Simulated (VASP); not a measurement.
The system is ZnS.

```
Zn S
1.0
     0.00000    2.70200    2.70200
     2.70200    0.00000    2.70200
     2.70200    2.70200    0.00000
Zn S
1 1
Direct
  0.75000 0.75000 0.75000
  0.00000 0.00000 0.00000
```

| Item | Value |
| --- | --- |
| Program | VASP 6.6.1 |
| Task | relaxation of cell and atoms |
| Functional | LDA |
| Potentials or basis | VASP PAW LDA potentials, release 64 (Zn, S) |
| Cutoff | 600 eV |
| k mesh | 10 × 10 × 10 |
| Occupations | fermi-dirac, width 0.1 eV |
| Spin | no spin polarisation |

At the start: pressure -4.3 GPa; volume 19.73 Å³/atom.

**Question.** Where does the relaxation end?

**Answer.** Over 5 steps the energy falls by 15.7 meV/atom and the volume is 18.63 Å³/atom (-5.5 %); space group F-43m (No. 216, to 0.05 Å).

Step by step:
| step | energy change (eV) | largest force (eV/Å) | pressure (GPa) | volume (Å³) |
| --- | --- | --- | --- | --- |
| 1 | 0.0000 | 0.0000 | -4.27 | 39.45 |
| 2 | -0.0274 | 0.0000 | 1.78 | 36.53 |
| 3 | -0.0314 | 0.0000 | -0.13 | 37.24 |
| 4 | -0.0314 | 0.0000 | 0.12 | 37.19 |
| 5 | -0.0314 | 0.0000 | 0.01 | 37.26 |

Final structure:
```
Zn S
1.0
     0.00000    2.65108    2.65108
     2.65108    0.00000    2.65108
     2.65108    2.65108    0.00000
Zn S
1 1
Direct
  0.75000 0.75000 0.75000
  0.00000 0.00000 0.00000
```
